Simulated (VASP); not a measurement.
# CdGeAs2 (I-42d) in VASP: notebook, part 2 of 2

VASP 6.6.1.

### 4 Single point, PBEsol

This run uses another cell than the first one, of 15.78 Å³/atom.

Input file INCAR:

```
SYSTEM = CdGeAs2
ALGO = Normal
EDIFF = 1E-7
ENCUT = 520
GGA = PS
ISIF = 2
ISMEAR = -1
LASPH = .True.
LCHARG = .False.
LREAL = .False.
LWAVE = .False.
NBANDS = 46
NELM = 80
PREC = Accurate
SIGMA = 0.05
```

Input file KPOINTS:

```
k-points
0
Gamma
  6 6 6
  0 0 0
```

Input file POSCAR:

```
CdGeAs2
1.0
   -3.4573646911      3.4573646911      2.6405166128
    3.4573646911     -3.4573646911      2.6405166128
    3.4573646911      3.4573646911     -2.6405166128
Cd As Ge
2 4 2
Direct
    0.5000000000      0.5000000000      0.0000000000
    0.2500000000      0.7500000000      0.5000000000
    0.1152955036      0.1250000000      0.4902955036
    0.3750000000      0.8847044964      0.0097044964
    0.6347044964      0.6250000000      0.5097044964
    0.8750000000      0.3652955036      0.9902955036
    0.7500000000      0.2500000000      0.5000000000
    0.0000000000      0.0000000000      0.0000000000
```

Potentials or basis: VASP PAW PBE potentials, release 64 (Cd, As, Ge_d).

Launch:

```sh
$ cat potpaw_PBE.64/Cd/POTCAR potpaw_PBE.64/As/POTCAR potpaw_PBE.64/Ge_d/POTCAR > POTCAR
$ mpirun -np 1 vasp_std > vasp.out
```

OUTCAR:

```text
SYSTEM = CdGeAs2
   EDIFF = 1E-7
   ENCUT = 520
   GGA = PS
   ISIF = 2
   ISMEAR = -1
   LASPH = .True.
   LREAL = .False.
   NELM = 80
   PREC = Accurate

 ion  position               nearest neighbor table
   1  0.500  0.500  0.000-   5 2.58   4 2.58   6 2.58   3 2.58   8 2.64   8 2.64   3 3.11   4 3.11
                             6 3.11   5 3.11   2 3.70   2 3.70   2 3.70   2 3.70
   2  0.250  0.750  0.500-   4 2.58   3 2.58   5 2.58   6 2.58   7 2.64   7 2.64   6 3.11   3 3.11
                             5 3.11   4 3.11   1 3.70   1 3.70   1 3.70   1 3.70
   3  0.115  0.125  0.490-   7 2.49   8 2.49   1 2.58   2 2.58   5 2.64   5 2.64   2 3.11   1 3.11

   4  0.375  0.885  0.010-   7 2.49   8 2.49   1 2.58   2 2.58   6 2.64   6 2.64   2 3.11   1 3.11

   5  0.635  0.625  0.510-   7 2.49   8 2.49   2 2.58   1 2.58   3 2.64   3 2.64   2 3.11   1 3.11

   6  0.875  0.365  0.990-   7 2.49   8 2.49   2 2.58   1 2.58   4 2.64   4 2.64   1 3.11   2 3.11

   7  0.750  0.250  0.500-   3 2.49   4 2.49   5 2.49   6 2.49   2 2.64   2 2.64
   8  0.000  0.000  0.000-   3 2.49   4 2.49   5 2.49   6 2.49   1 2.64   1 2.64

  LATTYP: Found a body centered tetragonal cell.
 ALAT       =     6.9147293822
 C/A-ratio  =     0.7637367905

  Lattice vectors:

 A1 = (  -3.4573646911,   3.4573646911,   2.6405166128)
 A2 = (   3.4573646911,  -3.4573646911,   2.6405166128)
 A3 = (   3.4573646911,   3.4573646911,  -2.6405166128)

Analysis of symmetry for initial positions (statically):
=====================================================================
 Subroutine PRICEL returns:
 Original cell was already a primitive cell.

 Routine SETGRP: Setting up the symmetry group for a
 body centered tetragonal supercell.

 Subroutine GETGRP returns: Found  8 space group operations
 (whereof  4 operations were pure point group operations)
 out of a pool of 16 trial point group operations.

The static configuration has the point symmetry S_4 .
 The point group associated with its full space group is D_2d.

Analysis of symmetry for dynamics (positions and initial velocities):
=====================================================================
 Subroutine PRICEL returns:
 Original cell was already a primitive cell.

 Routine SETGRP: Setting up the symmetry group for a
 body centered tetragonal supercell.

 Subroutine GETGRP returns: Found  8 space group operations
 (whereof  4 operations were pure point group operations)
 out of a pool of 16 trial point group operations.

The dynamic configuration has the point symmetry S_4 .
 The point group associated with its full space group is D_2d.

 Subroutine INISYM returns: Found  8 space group operations
 (whereof  4 operations are pure point group operations),
 and found     1 'primitive' translations

----------------------------------------------------------------------------------------

                                     Primitive cell

  volume of cell :     126.2523

  direct lattice vectors                    reciprocal lattice vectors
    -3.457364691  3.457364691  2.640516613     0.000000000  0.144618819  0.189356885
     3.457364691 -3.457364691  2.640516613     0.144618819  0.000000000  0.189356885
     3.457364691  3.457364691 -2.640516613     0.144618819  0.144618819  0.000000000
[... 57 lines left out ...]
  0.166667  0.166667  0.000000      8.000000
  0.333333  0.166667 -0.000000     16.000000
[... 16 lines left out ...]
 -0.333333 -0.333333  0.166667      8.000000
 -0.166667 -0.333333  0.166667      8.000000
 [... further k-points ...]
   k-points           NKPTS =     30   k-points in BZ     NKDIM =     30   number of bands    NBANDS=     46
   number of dos      NEDOS =    301   number of ions     NIONS =      8
   total plane-waves  NPLWV =  74088
   dimension x,y,z NGX =    42 NGY =   42 NGZ =   42
   dimension x,y,z NGXF=    84 NGYF=   84 NGZF=   84
   ions per type =               2   4   2
   NGX,Y,Z   is equivalent  to a cutoff of  12.57, 12.57, 12.57 a.u.
   NGXF,Y,Z  is equivalent  to a cutoff of  25.13, 25.13, 25.13 a.u.
 SYSTEM =  CdGeAs2
   PREC   = accura    normal or accurate (medium, high low for compatibility)
   ISTART =      0    job   : 0-new  1-cont  2-samecut
   ICHARG =      2    charge: 1-file 2-atom 10-const
   ISPIN  =      1    spin polarized calculation?
   LNONCOLLINEAR =      F non collinear calculations
   LSORBIT =      F    spin-orbit coupling
   LASPH  =      T    aspherical Exc in radial PAW
   ENCUT  =  520.0 eV  38.22 Ry    6.18 a.u.  10.33 10.33 10.33*2*pi/ulx,y,z
   NELM   =     80;   NELMIN=  2; NELMDL= -5     # of ELM steps
   EDIFF  = 0.1E-06   stopping-criterion for ELM
   LREAL  =      F    real-space projection
   EDIFFG = 0.1E-05   stopping-criterion for IOM
   NSW    =      0    number of steps for IOM
   IBRION =     -1    ionic relax: 0-MD 1-quasi-New 2-CG
   NFREE  =      0    steps in history (QN), initial steepest desc. (CG)
   ISIF   =      2    stress and relaxation
   ISYM   =      2    0-nonsym 1-usesym 2-fastsym
   POTIM  = 0.5000    time-step for ionic-motion
   TEBEG  =    0.0;   TEEND  =   0.0 temperature during run
   PSTRESS=    0.0 pullay stress
   NELECT =      72.0000    total number of electrons
   NUPDOWN=      -1.0000    fix difference up-down
   EMIN   =  10.00;   EMAX   =-10.00  energy-range for DOS
   EFERMI =   0.00;   METHOD = LEGACY
   ISMEAR =    -1;   SIGMA  =   0.05  broadening in eV -4-tet -1-fermi 0-gaus
   EFERMI_NEDOS =   21; number of points for ismear=-14 and -15
   IALGO  =     38    algorithm
   IMIX   =      4    mixing-type and parameters
     AMIX     =   0.40;   BMIX     =  1.00
     AMIX_MAG =   1.60;   BMIX_MAG =  1.00
  volume/ion in A,a.u.               =      15.78       106.50
  Fermi-wavevector in a.u.,A,eV,Ry     =   1.357602  2.565496 25.076681  1.843084
  Thomas-Fermi vector in A             =   2.484507
   LORBIT       =      0    0 simple, 1 ext, 2 COOP (PROOUT), +10 PAW based schemes
   GGA     = PS    functional components
   LHFCALC =     F    Hartree Fock is set to
   AEXX    =    0.0000 exact exchange contribution
   IVDW    =     0    specifies the selected vdW correction
   LEPSILON=     F    determine dielectric tensor
   LRPA    =     F    only Hartree local field effects (RPA)
 non-spin polarized calculation
  energy-cutoff  :      520.00
  volume of cell :      126.25
 maximum number of plane-waves:      3426
 NGX is ok and might be reduce to    42
   NGX = 21   NGY = 21   NGZ = 21

 number of electron      72.0000004 magnetization

 Free energy of the ion-electron system (eV)
  ---------------------------------------------------
  ext. energy  EPLUGINS =         0.00000000
  ---------------------------------------------------
  free energy    TOTEN  =       -29.18009925 eV

  energy without entropy =      -29.16302794  energy(sigma->0) =      -29.17156359

 E-fermi :   7.8290     XC(G=0): -12.1090

 val. band max:        7.8165217940   @ k =   0.3333   0.1667   0.1667
 cond. band min:       7.9090331379   @ k =   0.5000   0.0000   0.0000
 fundamental gap:      0.0925113439
 Fermi energy:         7.8289742358

 k-point     1 :       0.0000    0.0000    0.0000
  band No.  band energies     occupation
      1     -17.2122      2.00000
      2     -17.1965      2.00000
      3     -17.1946      2.00000
      4     -17.1900      2.00000
      5     -17.1725      2.00000
      6     -17.1725      2.00000
[... 1165 lines left out ...]
     45      12.5986      0.00000
     46      12.7511      0.00000

 [... further k-points ...]

------------------------ aborting loop because EDIFF is reached ----------------------------------------

  FORCE on cell =-STRESS in cart. coord.  units (eV):
  Direction    XX          YY          ZZ          XY          YZ          ZX
  --------------------------------------------------------------------------------------
  -------------------------------------------------------------------------------------
  Total       24.4491402     24.4491402     24.4673654      0.0000000      0.0000000      0.0000000
  in kB      310.2665044    310.2665044    310.4977878      0.0000000      0.0000000      0.0000000
  external PRESSURE =     310.3435988 kB  Pullay stress =       0.0000000 kB

 VOLUME and BASIS-vectors are now :
 -----------------------------------------------------------------------------
  energy-cutoff  :      520.00
  volume of cell :      126.25
      direct lattice vectors                 reciprocal lattice vectors
    -3.457364691  3.457364691  2.640516613     0.000000000  0.144618819  0.189356885
     3.457364691 -3.457364691  2.640516613     0.144618819  0.000000000  0.189356885
     3.457364691  3.457364691 -2.640516613     0.144618819  0.144618819  0.000000000

 POSITION                                       TOTAL-FORCE (eV/Angst)
 -----------------------------------------------------------------------------------
      0.00000      0.00000      2.64052        -0.000000      0.000000     -0.000000
      3.45736      0.00000      1.32026         0.000000      0.000000     -0.000000
      1.72868      1.66158     -0.66013         0.000000     -0.027074     -0.000000
      1.79579     -1.72868      3.30065         0.027074     -0.000000      0.000000
      1.72868      1.79579      1.98039        -0.000000      0.027074      0.000000
      1.66158      5.18605      0.66013        -0.027074      0.000000     -0.000000
      0.00000      3.45736      1.32026         0.000000      0.000000      0.000000
      0.00000      0.00000      0.00000        -0.000000      0.000000     -0.000000
 -----------------------------------------------------------------------------------
    total drift:                                0.000001      0.000001      0.000001

  FREE ENERGIE OF THE ION-ELECTRON SYSTEM (eV)
  ---------------------------------------------------
  free  energy   TOTEN  =       -29.1800992472 eV

  energy  without entropy=      -29.1630279373  energy(sigma->0) =      -29.17156359
```

It took 97 s on 1 thread of Intel Xeon 6975P-C (Granite Rapids), shared host; peak memory 0.34 GiB.

What came out:

```
Free energy            : -29.1801 eV
Pressure               : 31.0 GPa
Largest force          : 0.027 eV/Å
Band gap on the k mesh : zero (bands 36 and 37 overlap by 1.29 eV)
```

Forces on the atoms (eV/Å):
```
Cd   0.000  0.000  0.000
Cd   0.000  0.000  0.000
As   0.000 -0.027  0.000
As   0.027  0.000  0.000
As   0.000  0.027  0.000
As  -0.027  0.000  0.000
Ge   0.000  0.000  0.000
Ge   0.000  0.000  0.000
```

Caveat: the cell stands under pressure; the PAW data sets were made with another functional, which shifts forces and pressure a little.

### 5 Single point, PBEsol

This run uses another cell than the first one, of 20.30 Å³/atom.

Input file INCAR:

```
PREC = Accurate ; ENCUT = 520
EDIFF = 1E-7 ; ISMEAR = -1
SIGMA = 0.05 ; LREAL = F
LASPH = T ; NELM = 60
ALGO = Normal ; ISIF = 2
LWAVE = F ; LCHARG = F
GGA = PS ; NBANDS = 46
```

Input file KPOINTS:

```
regular mesh
0
Gamma
  6 6 6
```

Input file POSCAR:

```
CdGeAs2
1.0
   -2.8232830681      2.8232830681      5.0941587116
    2.8232830681     -2.8232830681      5.0941587116
    2.8232830681      2.8232830681     -5.0941587116
Cd As Ge
2 4 2
Direct
    0.5000000000      0.5000000000      0.0000000000
    0.2500000000      0.7500000000      0.5000000000
    0.1008733717      0.1250000000      0.4758733717
    0.3750000000      0.8991266283      0.0241266283
    0.6491266283      0.6250000000      0.5241266283
    0.8750000000      0.3508733717      0.9758733717
    0.7500000000      0.2500000000      0.5000000000
    0.0000000000      0.0000000000      0.0000000000
```

Potentials or basis: VASP PAW PBE potentials, release 64 (Cd, As, Ge_d).

Launch:

```sh
$ cat potpaw_PBE.64/Cd/POTCAR potpaw_PBE.64/As/POTCAR potpaw_PBE.64/Ge_d/POTCAR > POTCAR
$ mpirun -np 1 vasp_std > vasp.out
```

OUTCAR:

```text
PREC = Accurate
   ENCUT = 520
   EDIFF = 1E-7
   ISMEAR = -1
   LREAL = F
   LASPH = T
   NELM = 60
   ISIF = 2
   GGA = PS

 ion  position               nearest neighbor table
   1  0.500  0.500  0.000-   5 2.45   4 2.45   6 2.45   3 2.45
   2  0.250  0.750  0.500-   4 2.45   3 2.45   5 2.45   6 2.45
   3  0.101  0.125  0.476-   7 2.29   8 2.29   1 2.45   2 2.45
   4  0.375  0.899  0.024-   7 2.29   8 2.29   1 2.45   2 2.45
   5  0.649  0.625  0.524-   7 2.29   8 2.29   2 2.45   1 2.45
   6  0.875  0.351  0.976-   7 2.29   8 2.29   2 2.45   1 2.45
   7  0.750  0.250  0.500-   3 2.29   4 2.29   5 2.29   6 2.29
   8  0.000  0.000  0.000-   3 2.29   4 2.29   5 2.29   6 2.29

  LATTYP: Found a body centered tetragonal cell.
 ALAT       =     5.6465661362
 C/A-ratio  =     1.8043386330

  Lattice vectors:

 A1 = (  -2.8232830681,   2.8232830681,   5.0941587116)
 A2 = (   2.8232830681,  -2.8232830681,   5.0941587116)
 A3 = (   2.8232830681,   2.8232830681,  -5.0941587116)

Analysis of symmetry for initial positions (statically):
=====================================================================
 Subroutine PRICEL returns:
 Original cell was already a primitive cell.

 Routine SETGRP: Setting up the symmetry group for a
 body centered tetragonal supercell.

 Subroutine GETGRP returns: Found  8 space group operations
 (whereof  4 operations were pure point group operations)
 out of a pool of 16 trial point group operations.

The static configuration has the point symmetry S_4 .
 The point group associated with its full space group is D_2d.

Analysis of symmetry for dynamics (positions and initial velocities):
=====================================================================
 Subroutine PRICEL returns:
 Original cell was already a primitive cell.

 Routine SETGRP: Setting up the symmetry group for a
 body centered tetragonal supercell.

 Subroutine GETGRP returns: Found  8 space group operations
[... 139 lines left out ...]
  Thomas-Fermi vector in A             =   2.382355
   LORBIT       =      0    0 simple, 1 ext, 2 COOP (PROOUT), +10 PAW based schemes
   GGA     = PS    functional components
   LHFCALC =     F    Hartree Fock is set to
   AEXX    =    0.0000 exact exchange contribution
   IVDW    =     0    specifies the selected vdW correction
   LEPSILON=     F    determine dielectric tensor
   LRPA    =     F    only Hartree local field effects (RPA)
 non-spin polarized calculation
  energy-cutoff  :      520.00
  volume of cell :      162.42
 maximum number of plane-waves:      4422
   NGX = 25   NGY = 25   NGZ = 25

 number of electron      72.0000004 magnetization

 Free energy of the ion-electron system (eV)
  ---------------------------------------------------
  ext. energy  EPLUGINS =         0.00000000
  ---------------------------------------------------
  free energy    TOTEN  =       -31.10057867 eV

  energy without entropy =      -31.10042388  energy(sigma->0) =      -31.10050128

 E-fermi :   5.3772     XC(G=0): -10.5342

 val. band max:        5.2122457173   @ k =   0.0000   0.0000   0.0000
 cond. band min:       5.5512867253   @ k =   0.0000   0.0000   0.0000
 fundamental gap:      0.3390410080
 Fermi energy:         5.3772158018

 k-point     1 :       0.0000    0.0000    0.0000
  band No.  band energies     occupation
      1     -20.2492      2.00000
      2     -20.2492      2.00000
      3     -20.2474      2.00000
      4     -20.2361      2.00000
      5     -20.2321      2.00000
      6     -20.2321      2.00000
[... 1165 lines left out ...]
     45       9.7501      0.00000
     46      10.4395      0.00000

 [... further k-points ...]

------------------------ aborting loop because EDIFF is reached ----------------------------------------

  FORCE on cell =-STRESS in cart. coord.  units (eV):
  Direction    XX          YY          ZZ          XY          YZ          ZX
  --------------------------------------------------------------------------------------
  -------------------------------------------------------------------------------------
  Total       20.9312432     20.9312432     20.8520743      0.0000000      0.0000000      0.0000000
  in kB      206.4734884    206.4734884    205.6925380      0.0000000      0.0000000      0.0000000
  external PRESSURE =     206.2131716 kB  Pullay stress =       0.0000000 kB

 VOLUME and BASIS-vectors are now :
 -----------------------------------------------------------------------------
  energy-cutoff  :      520.00
  volume of cell :      162.42
      direct lattice vectors                 reciprocal lattice vectors
    -2.823283068  2.823283068  5.094158712     0.000000000  0.177098785  0.098151634
     2.823283068 -2.823283068  5.094158712     0.177098785  0.000000000  0.098151634
     2.823283068  2.823283068 -5.094158712     0.177098785  0.177098785  0.000000000

 POSITION                                       TOTAL-FORCE (eV/Angst)
 -----------------------------------------------------------------------------------
      0.00000      0.00000      5.09416        -0.000000      0.000000     -0.000000
      2.82328      0.00000      2.54708        -0.000000      0.000000     -0.000000
      1.41164      1.27541     -1.27354        -0.000000     -0.025745      0.000000
      1.54787     -1.41164      6.36770         0.025745      0.000000     -0.000000
      1.41164      1.54787      3.82062        -0.000000      0.025745     -0.000000
      1.27541      4.23492      1.27354        -0.025745      0.000000      0.000000
      0.00000      2.82328      2.54708        -0.000000      0.000000     -0.000000
      0.00000      0.00000      0.00000        -0.000000      0.000000      0.000000
 -----------------------------------------------------------------------------------
    total drift:                               -0.000009     -0.000009     -0.000006

  FREE ENERGIE OF THE ION-ELECTRON SYSTEM (eV)
  ---------------------------------------------------
  free  energy   TOTEN  =       -31.1005786695 eV

  energy  without entropy=      -31.1004238836  energy(sigma->0) =      -31.10050128
```

OSZICAR:

```text
N       E                     dE             d eps       ncg     rms          rms(c)
DAV:   1     0.750807310499E+03    0.75081E+03   -0.33000E+04  3574   0.282E+03
DAV:   2     0.892914905947E+02   -0.66152E+03   -0.63405E+03  2760   0.893E+02
DAV:   3    -0.253459592314E+02   -0.11464E+03   -0.11208E+03  3042   0.191E+02
DAV:   4    -0.323847376758E+02   -0.70388E+01   -0.70096E+01  3376   0.535E+01
DAV:   5    -0.325257487632E+02   -0.14101E+00   -0.14095E+00  3120   0.809E+00    0.132E+01
DAV:   6    -0.312737354358E+02    0.12520E+01   -0.23277E+00  3298   0.148E+01    0.986E+00
DAV:   7    -0.311141581684E+02    0.15958E+00   -0.12970E+00  3294   0.487E+00    0.374E+00
DAV:   8    -0.311030115469E+02    0.11147E-01   -0.17184E-01  3054   0.356E+00    0.773E-01
DAV:   9    -0.311008243584E+02    0.21872E-02   -0.19657E-02  3244   0.148E+00    0.201E-01
DAV:  10    -0.311005573378E+02    0.26702E-03   -0.21539E-03  3080   0.298E-01    0.568E-02
DAV:  11    -0.311006207348E+02   -0.63397E-04   -0.89184E-04  3272   0.224E-01    0.613E-02
DAV:  12    -0.311005767623E+02    0.43972E-04   -0.29015E-04  3118   0.153E-01    0.184E-02
DAV:  13    -0.311005796693E+02   -0.29070E-05   -0.18532E-05  3262   0.246E-02    0.979E-03
DAV:  14    -0.311005788361E+02    0.83321E-06   -0.29171E-06  2956   0.154E-02    0.226E-03
DAV:  15    -0.311005787354E+02    0.10068E-06   -0.12830E-06  3014   0.789E-03    0.803E-04
DAV:  16    -0.311005786695E+02    0.65955E-07   -0.21154E-07  2442   0.376E-03
   1 F= -.31100579E+02 E0= -.31100501E+02  d E =-.154786E-03
```

Wall time 2 min (1 thread of Intel Xeon 6975P-C (Granite Rapids), shared host); peak memory 0.44 GiB.

What came out:

| Property | Result |
| --- | --- |
| Free energy | -31.1006 eV |
| Pressure | 20.6 GPa |
| Largest force | 0.026 eV/Å |
| Band gap on the k mesh | 0.34 eV |

Forces on the atoms (eV/Å):
```
Cd   0.000  0.000  0.000
Cd   0.000  0.000  0.000
As   0.000 -0.026  0.000
As   0.026  0.000  0.000
As   0.000  0.026  0.000
As  -0.026  0.000  0.000
Ge   0.000  0.000  0.000
Ge   0.000  0.000  0.000
```

Caveat: the cell stands under pressure; the PAW data sets were made with another functional, which shifts forces and pressure a little.

### 6 Summary

| cell | gap on the mesh (eV) | pressure (GPa) | largest force (eV/Å) |
| --- | --- | --- | --- |
| a = 6.969 Å, angles 130.0, 130.0, 73.4°, 8 atoms, atomic positions A | 0.15 | 2.3 | 0.01 |
| a = 7.044 Å, angles 130.1, 130.1, 73.3°, 8 atoms, atomic positions A | 0.20 | 0.2 | 0.01 |
| a = 5.557 Å, angles 103.0, 103.0, 123.3°, 8 atoms, atomic positions B | none | 31.0 | 0.03 |
| a = 6.472 Å, angles 128.3, 128.3, 76.2°, 8 atoms, atomic positions A | 0.34 | 20.6 | 0.03 |

Alike in all rows: task single point; level PBEsol; potentials or basis VASP PAW PBE potentials, release 64 (Cd, As, Ge_d); no spin polarisation; k mesh 6 × 6 × 6; cutoff (eV) 520; smearing fermi-dirac 0.05 eV.

Caveats: the PAW data sets were made with another functional, which shifts forces and pressure a little; the cell stands under pressure (at least some runs).

Absolute energies hang on the potentials; compare differences alone.
